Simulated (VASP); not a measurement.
# Al15SiCN15 (P1) in VASP: further runs

Al15SiCN15 is run at these levels: HSE06, PBEsol; tasks: single point.

All numbers are computed with VASP 6.6.1; they aren't measurements. Logs are shortened: lines on timing, memory, paths and dates and some standing lists are left out, and cuts for length are marked.

### Step 1. The cell of the first run

The typed cell holds 96 atoms: a = 9.348 Å, b = 10.786 Å, c = 9.974 Å, α = 90.00°, β = 90.00°, γ = 90.00°.

### Step 2. Single point, HSE06

Input file POSCAR:

```
Al15SiCN15
1.0
    9.3479130000      0.0000000000      0.0000000000
    0.0000000000     10.7856130000      0.0000000000
    0.0000000000      0.0000000000      9.9736120000
Al Si N C
45 3 45 3
Direct
    0.1664180000      0.0829310000      0.2498340000
    0.1661140000      0.0838640000      0.7495470000
    0.9990410000      0.3326920000      0.2504990000
    0.0003530000      0.3327020000      0.7500660000
    0.5003530000      0.0842370000      0.2495720000
    0.5002990000      0.0835770000      0.7497710000
    0.3332260000      0.3325220000      0.2495280000
    0.3333270000      0.3341710000      0.7484790000
    0.1669070000      0.5818270000      0.2449350000
    0.1677660000      0.5814990000      0.7481680000
    0.9987520000      0.8350700000      0.2491630000
    0.0024860000      0.8314190000      0.7394820000
    0.8330350000      0.0806090000      0.2491990000
    0.8328920000      0.0836520000      0.7485090000
    0.6672150000      0.3332230000      0.2501330000
    0.6653270000      0.3335640000      0.7507720000
    0.5001930000      0.5827840000      0.2470490000
    0.4974320000      0.5814090000      0.7500440000
    0.3333480000      0.8337140000      0.2377760000
    0.3337300000      0.8340830000      0.7523390000
    0.8325910000      0.5838400000      0.2476910000
    0.6690900000      0.8347510000      0.2496110000
    0.6635030000      0.8337300000      0.7479290000
    0.0006820000      0.1636490000      0.4996170000
    0.9987380000      0.1660780000      0.0006620000
    0.3333930000      0.1680700000      0.5000800000
    0.3327320000      0.1654670000      0.9982950000
    0.1661230000      0.4168680000      0.4987730000
    0.1642110000      0.4142380000      0.0002130000
    0.9989340000      0.6638960000      0.4978600000
    0.6646410000      0.1658630000      0.5007110000
    0.6688660000      0.1665370000      0.0000030000
    0.5002060000      0.4185480000      0.4990840000
    0.5004970000      0.4145150000      0.0005840000
    0.3321780000      0.6679180000      0.4955390000
    0.3344070000      0.6675290000      0.9948740000
    0.1688810000      0.9165490000      0.4972910000
    0.1677620000      0.9172090000      0.9986950000
    0.8328210000      0.4167610000      0.4983150000
    0.8342640000      0.4155240000      0.9997840000
    0.6693170000      0.6655580000      0.4982620000
    0.6631620000      0.6701250000      0.9984320000
    0.4971710000      0.9177510000      0.4968810000
    0.5016440000      0.9190670000      0.0003670000
    0.8332070000      0.9148200000      0.9977850000
    0.8346370000      0.5835790000      0.7494610000
    0.0017210000      0.6677650000      0.9954210000
    0.8341540000      0.9146540000      0.5006110000
    0.9978140000      0.1665630000      0.1921330000
    0.9972850000      0.1677030000      0.6895420000
    0.3331410000      0.1663630000      0.1894140000
    0.3333880000      0.1673190000      0.6910270000
    0.1652420000      0.4143090000      0.1896660000
    0.1637780000      0.4140020000      0.6901150000
    0.9977070000      0.6661920000      0.1734040000
    0.9889390000      0.6578710000      0.6931940000
    0.6689230000      0.1671220000      0.1913790000
    0.6686160000      0.1684530000      0.6905780000
    0.5007640000      0.4147790000      0.1908840000
    0.5023370000      0.4142510000      0.6896080000
    0.3330050000      0.6623400000      0.1887090000
    0.1620740000      0.9184250000      0.1893580000
    0.1653140000      0.9202500000      0.6888080000
    0.8335130000      0.4181140000      0.1888370000
    0.8328120000      0.4267770000      0.6950360000
    0.6682510000      0.6680070000      0.1884090000
    0.6793060000      0.6606550000      0.6940580000
    0.5059060000      0.9187400000      0.1932580000
    0.5029560000      0.9195480000      0.6858160000
    0.8329500000      0.9165800000      0.1858870000
    0.8310360000      0.9167810000      0.6822940000
    0.1681860000      0.0859250000      0.4400180000
    0.1627300000      0.0858330000      0.9399990000
    0.9973140000      0.3311590000      0.4417590000
    0.9977650000      0.3326010000      0.9400660000
    0.4995720000      0.0853610000      0.4400050000
    0.5032350000      0.0876120000      0.9402760000
    0.3336200000      0.3348260000      0.4403780000
    0.3319940000      0.3346730000      0.9399670000
    0.1624010000      0.5811080000      0.4336820000
    0.1528480000      0.5833970000      0.9437580000
    0.9967660000      0.8227640000      0.9365740000
    0.8302000000      0.0740080000      0.4441500000
    0.8346270000      0.0808620000      0.9385920000
    0.6681090000      0.3322280000      0.4414810000
    0.6693370000      0.3338980000      0.9406610000
    0.5044640000      0.5844470000      0.4365950000
    0.5045490000      0.5786360000      0.9419840000
    0.3352360000      0.8348090000      0.4307990000
    0.8328910000      0.5806180000      0.4369550000
    0.8414360000      0.5877800000      0.9326610000
    0.6737220000      0.8373690000      0.4450110000
    0.6699390000      0.8339740000      0.9367160000
    0.3325250000      0.6659780000      0.6876450000
    0.9912380000      0.8347960000      0.4444690000
    0.3351960000      0.8360270000      0.9456100000
```

Input file INCAR.step1:

```
PREC     = Accurate       # precision mode
ENCUT    = 520            # plane-wave cutoff, eV
EDIFF    = 1E-5           # SCF threshold, eV
ISMEAR   = -1             # smearing method
SIGMA    = 0.05           # smearing width, eV
LREAL    = Auto         
LASPH    = True           # aspherical terms in the spheres
NELM     = 120            # most SCF steps
ALGO     = Normal         # electronic algorithm
ISIF     = 2              # what is computed and relaxed
LWAVE    = True           # write WAVECAR
LCHARG   = False          # write CHGCAR
GGA      = PE             # functional
NBANDS   = 246            # bands
GGA_COMPAT= False        
NCORE    = 4
```

Input file INCAR.step2:

```
PREC     = Accurate       # precision mode
ENCUT    = 520            # plane-wave cutoff, eV
EDIFF    = 1E-6           # SCF threshold, eV
ISMEAR   = -1             # smearing method
SIGMA    = 0.05           # smearing width, eV
LREAL    = Auto         
LASPH    = True           # aspherical terms in the spheres
NELM     = 120            # most SCF steps
ALGO     = Normal         # electronic algorithm
ISIF     = 2              # what is computed and relaxed
LWAVE    = False          # write WAVECAR
LCHARG   = False          # write CHGCAR
GGA      = PE             # functional
LHFCALC  = True           # exact exchange
HFSCREEN = 0.2079         # screening, 1/A
PRECFOCK = Fast         
ISTART   = 1            
NBANDS   = 246            # bands
GGA_COMPAT= False        
NCORE    = 4
```

Input file KPOINTS:

```
regular mesh
0
Gamma
  1 1 1
```

Potentials or basis: VASP PAW PBE potentials, release 64 (Al, Si, N, C).

Run with:

```sh
cat potpaw_PBE.64/Al/POTCAR potpaw_PBE.64/Si/POTCAR potpaw_PBE.64/N/POTCAR potpaw_PBE.64/C/POTCAR > POTCAR
cp INCAR.step1 INCAR
mpirun -np 4 vasp_gam > vasp.out
cp INCAR.step2 INCAR
mpirun -np 4 vasp_gam > vasp.out
```

OUTCAR:

```text
PREC = Accurate
   ENCUT = 520
   EDIFF = 1E-6
   ISMEAR = -1
   LREAL = Auto
   LASPH = True
   NELM = 120
   ISIF = 2
   GGA = PE
   LHFCALC = True
   HFSCREEN = 0.2079
   PRECFOCK = Fast
   ISTART = 1

 ion  position               nearest neighbor table
   1  0.166  0.083  0.250-  62 1.87  72 1.90  51 1.90  49 1.90  37 3.05  24 3.06  25 3.07  38 3.08
                            27 3.08  26 3.08  11 3.10  19 3.11   7 3.11   3 3.12  13 3.12   5 3.12
   2  0.166  0.084  0.750-  63 1.87  52 1.90  73 1.90  50 1.91  24 3.06  27 3.06  38 3.07  26 3.08
                            25 3.08  37 3.10   4 3.10  14 3.11  20 3.12   8 3.12   6 3.12  12 3.12
   3  0.999  0.333  0.250-  49 1.88  53 1.89  64 1.90  74 1.91  39 3.06  29 3.06  28 3.07  40 3.07
                            25 3.07  24 3.08  15 3.10   9 3.11   1 3.12   7 3.12  21 3.12  13 3.13
   4  0.000  0.333  0.750-  54 1.86  50 1.88  75 1.90  65 1.95  29 3.06  40 3.07  25 3.08  28 3.08
                            24 3.09  39 3.09   2 3.10  10 3.11  14 3.11   8 3.11  46 3.12  16 3.13
   5  0.500  0.084  0.250-  68 1.87  51 1.89  76 1.90  57 1.90  43 3.05  44 3.06  31 3.07  32 3.08
                            26 3.08  27 3.08   7 3.10  15 3.11  13 3.11  22 3.12   1 3.12  19 3.12
   6  0.500  0.084  0.750-  69 1.88  52 1.90  77 1.90  58 1.91  31 3.05  27 3.06  44 3.07  26 3.08
                            32 3.08  43 3.09  23 3.10  16 3.11  20 3.11  14 3.11   8 3.12   2 3.12
   7  0.333  0.333  0.250-  51 1.89  59 1.89  53 1.90  78 1.90  26 3.06  34 3.06  28 3.07  29 3.08
                            33 3.08  27 3.09   5 3.10   9 3.11   1 3.11  17 3.12  15 3.12   3 3.12
   8  0.333  0.334  0.748-  52 1.89  60 1.89  54 1.90  79 1.91  26 3.06  28 3.07  33 3.07  18 3.08
                            10 3.08  34 3.08  27 3.09  29 3.09  16 3.10   4 3.11   2 3.12   6 3.12
   9  0.167  0.582  0.245-  61 1.87  80 1.88  53 1.89  55 1.96  29 3.04  47 3.07  35 3.08  36 3.09
[... 125 lines left out ...]
  95  0.991  0.835  0.444-  48 1.79  30 1.92  11 1.95  37 1.95
  96  0.335  0.836  0.946-  38 1.87  44 1.88  36 1.88  20 1.93

  LATTYP: Found a simple orthorhombic cell.
 ALAT       =     9.3479130000
 B/A-ratio  =     1.0669346195
 C/A-ratio  =     1.1537990351

  Lattice vectors:

 A1 = (  -9.3479130000,   0.0000000000,   0.0000000000)
 A2 = (   0.0000000000,   0.0000000000,   9.9736120000)
 A3 = (   0.0000000000,  10.7856130000,   0.0000000000)

Analysis of symmetry for initial positions (statically):
=====================================================================
 Subroutine PRICEL returns:
 Original cell was already a primitive cell.

 Routine SETGRP: Setting up the symmetry group for a
 simple orthorhombic supercell.

 Subroutine GETGRP returns: Found  1 space group operations
 (whereof  1 operations were pure point group operations)
 out of a pool of  8 trial point group operations.

The static configuration has the point symmetry C_1 .

Analysis of symmetry for dynamics (positions and initial velocities):
=====================================================================
 Subroutine PRICEL returns:
 Original cell was already a primitive cell.
[... 259 lines left out ...]
   TEBEG  =    0.0;   TEEND  =   0.0 temperature during run
   PSTRESS=    0.0 pullay stress
   NELECT =     384.0000    total number of electrons
   NUPDOWN=      -1.0000    fix difference up-down
   EMIN   =  10.00;   EMAX   =-10.00  energy-range for DOS
   EFERMI =   0.00;   METHOD = LEGACY
   ISMEAR =    -1;   SIGMA  =   0.05  broadening in eV -4-tet -1-fermi 0-gaus
   EFERMI_NEDOS =   21; number of points for ismear=-14 and -15
   IALGO  =     38    algorithm
   IMIX   =      1    mixing-type and parameters
     AMIX     =   0.40;   BMIX     =  1.00
     AMIX_MAG =   1.60;   BMIX_MAG =  1.00
  volume/ion in A,a.u.               =      10.47        70.69
  Fermi-wavevector in a.u.,A,eV,Ry     =   1.187721  2.244468 19.193496  1.410682
  Thomas-Fermi vector in A             =   2.323867
   LORBIT       =      0    0 simple, 1 ext, 2 COOP (PROOUT), +10 PAW based schemes
   GGA     = PE    functional components
   LHFCALC =     T    Hartree Fock is set to
   PRECFOCK=fast      Normal, Fast or Accurate (Low or Medium for compatibility)
   ENCUT4O =  -1.0   cutoff for four orbital integrals eV
   NKREDX  =     1    reduce k-point grid by
   NKREDY  =     1    reduce k-point grid by
   NKREDZ  =     1    reduce k-point grid by
   AEXX    =    0.2500 exact exchange contribution
   HFSCREEN=    0.2079 screening length (either q_TF or 0.3 A-1)
   HFSCREENC=   0.2079 screening length for correlation (either q_TF or 0.3 A-1)
   ENCUTFOCK=  -1.0 apply spherical cutoff to Coloumb kernel
   IVDW    =     0    specifies the selected vdW correction
   LEPSILON=     F    determine dielectric tensor
   LRPA    =     F    only Hartree local field effects (RPA)
 non-spin polarized calculation
  energy-cutoff  :      520.00
  volume of cell :     1005.57
 maximum number of plane-waves:     13556
 NGX is ok and might be reduce to    70
  NGX = 36; NGY = 42; NGZ = 40

 number of electron     384.0000008 magnetization

 Free energy of the ion-electron system (eV)
  ---------------------------------------------------
  ext. energy  EPLUGINS =         0.00000000
  ---------------------------------------------------
  free energy    TOTEN  =      -831.65495514 eV

  energy without entropy =     -831.65495514  energy(sigma->0) =     -831.65495514

 E-fermi :   8.0964     XC(G=0):  -9.0047

 val. band max:        6.8603170310   @ k =   0.0000   0.0000   0.0000
 cond. band min:      10.8600520479   @ k =   0.0000   0.0000   0.0000
 fundamental gap:      3.9997350169
 Fermi energy:         8.0964481716

 k-point     1 :       0.0000    0.0000    0.0000
  band No.  band energies     occupation
      1     -12.2015      2.00000
      2     -11.3442      2.00000
      3     -11.2007      2.00000
      4     -10.9415      2.00000
      5     -10.6045      2.00000
      6     -10.5211      2.00000
[... 196 lines left out ...]
    203      12.3609      0.00000
    204      12.4534      0.00000
 [bands above 204 left out]

------------------------ aborting loop because EDIFF is reached ----------------------------------------

  FORCE on cell =-STRESS in cart. coord.  units (eV):
  Direction    XX          YY          ZZ          XY          YZ          ZX
  --------------------------------------------------------------------------------------
  -------------------------------------------------------------------------------------
  Total       -7.9097457    -16.3450001    -15.0716913      0.3147684      0.6203954     -0.9929757
  in kB      -12.6026287    -26.0425523    -24.0137845      0.5015217      0.9884784     -1.5821121
  external PRESSURE =     -20.8863218 kB  Pullay stress =       0.0000000 kB

 VOLUME and BASIS-vectors are now :
 -----------------------------------------------------------------------------
  energy-cutoff  :      520.00
  volume of cell :     1005.57
      direct lattice vectors                 reciprocal lattice vectors
     9.347913000  0.000000000  0.000000000     0.106975750  0.000000000  0.000000000
     0.000000000 10.785613000  0.000000000     0.000000000  0.092716102  0.000000000
     0.000000000  0.000000000  9.973612000     0.000000000  0.000000000  0.100264578

 POSITION                                       TOTAL-FORCE (eV/Angst)
 -----------------------------------------------------------------------------------
      1.55566      0.89446      2.49175         0.003436      0.015303     -0.015466
      1.55282      0.90452      7.47569         0.013661     -0.008429     -0.023246
      9.33895      3.58829      2.49838         0.017103      0.015056     -0.021343
      0.00330      3.58840      7.48087         0.053739      0.021098     -0.012903
      4.67726      0.90855      2.48913         0.000517      0.008890     -0.017628
      4.67675      0.90143      7.47793        -0.009265      0.006834     -0.022169
[... 88 lines left out ...]
      9.26601      9.00379      4.43296        -0.062100      0.088702      0.061043
      3.13338      9.01706      9.43115        -0.018127      0.075183      0.068429
 -----------------------------------------------------------------------------------
    total drift:                               -0.011479      0.007049      0.080530

  FREE ENERGIE OF THE ION-ELECTRON SYSTEM (eV)
  ---------------------------------------------------
  free  energy   TOTEN  =      -831.6549551439 eV

  energy  without entropy=     -831.6549551438  energy(sigma->0) =     -831.65495514
```

Wall time 9.9 min (4 MPI ranks of Intel Xeon Platinum 8488C (Sapphire Rapids), shared host); peak memory 0.47 GiB.

What came out:

* Free energy: -831.6550 eV
* Pressure: -2.1 GPa
* Largest force: 0.213 eV/Å
* Band gap on the k mesh: 4.00 eV

Forces on the atoms (eV/Å):
```
Al   0.003  0.015 -0.015
Al   0.014 -0.008 -0.023
Al   0.017  0.015 -0.021
Al   0.054  0.021 -0.013
Al   0.001  0.009 -0.018
Al  -0.009  0.007 -0.022
Al   0.002  0.029 -0.019
Al  -0.002  0.019 -0.021
Al   0.062  0.018 -0.003
Al   0.031  0.050 -0.062
Al   0.008  0.086 -0.036
Al   0.020  0.058 -0.030
Al  -0.004  0.023 -0.056
Al  -0.001  0.062 -0.022
Al  -0.013  0.022 -0.023
Al  -0.050  0.025 -0.013
Al  -0.024  0.035 -0.008
Al  -0.055  0.026 -0.020
Al  -0.003  0.035  0.018
Al  -0.015 -0.026 -0.006
Al  -0.037  0.006 -0.023
Al  -0.003  0.053 -0.069
Al  -0.005  0.077 -0.007
Al   0.045 -0.016  0.001
Al   0.024 -0.043 -0.034
Al  -0.015 -0.041 -0.024
Al  -0.003 -0.029 -0.021
Al   0.005 -0.027 -0.026
Al  -0.006 -0.041 -0.010
Al  -0.022 -0.028 -0.058
Al  -0.032 -0.031 -0.011
Al  -0.027 -0.040 -0.027
Al  -0.006 -0.033 -0.012
Al  -0.008  0.012 -0.027
Al   0.001 -0.012  0.034
Al   0.023  0.045  0.001
Al  -0.011 -0.034 -0.013
Al   0.112 -0.040 -0.005
Al  -0.002 -0.024 -0.071
Al   0.009 -0.101 -0.008
Al   0.017 -0.072 -0.056
Al  -0.065 -0.008 -0.012
Al  -0.016 -0.026 -0.006
Al  -0.073 -0.072 -0.045
Al  -0.055 -0.030 -0.016
Si   0.042  0.077 -0.080
Si   0.031 -0.033  0.007
Si  -0.018 -0.038 -0.024
N   -0.011 -0.038  0.019
N   -0.018 -0.045  0.018
N    0.005 -0.038  0.026
N    0.001 -0.029  0.020
N   -0.016 -0.042  0.009
N   -0.024 -0.059  0.029
N   -0.009 -0.051 -0.107
N   -0.145 -0.131  0.086
N    0.003 -0.039  0.025
N    0.014 -0.039  0.018
N    0.015 -0.053  0.019
N    0.023 -0.062  0.024
N   -0.008 -0.073  0.031
N    0.002 -0.045  0.008
N   -0.058 -0.033  0.026
N   -0.001 -0.028  0.000
N    0.003  0.081  0.060
N    0.025 -0.050  0.023
N    0.144 -0.115  0.074
N    0.009 -0.045  0.031
N    0.058 -0.025  0.021
N   -0.007 -0.042  0.018
N    0.012 -0.039 -0.091
N   -0.016  0.074  0.015
N   -0.013  0.066  0.030
N   -0.018  0.056  0.012
N   -0.009  0.054  0.028
N    0.031  0.058  0.019
N    0.018  0.068  0.027
N   -0.004  0.043  0.013
N    0.001  0.053  0.024
N   -0.019  0.025  0.013
N   -0.107  0.095  0.062
N   -0.043 -0.088  0.069
N    0.004 -0.055  0.048
N   -0.001  0.045  0.013
N    0.020  0.050  0.018
N    0.017  0.058  0.018
N    0.029  0.037  0.011
N    0.030  0.031  0.021
N    0.022  0.075  0.019
N   -0.007  0.022  0.020
N    0.071  0.079 -0.062
N    0.062  0.101  0.065
N    0.060  0.045  0.023
C   -0.005 -0.088  0.033
C   -0.062  0.089  0.061
C   -0.018  0.075  0.068
```

Caveat: the k points lie up to 0.67 Å⁻¹ apart; the PAW data sets were made with another functional, which shifts forces and pressure a little.

(Part 1 of 2 ends here.)
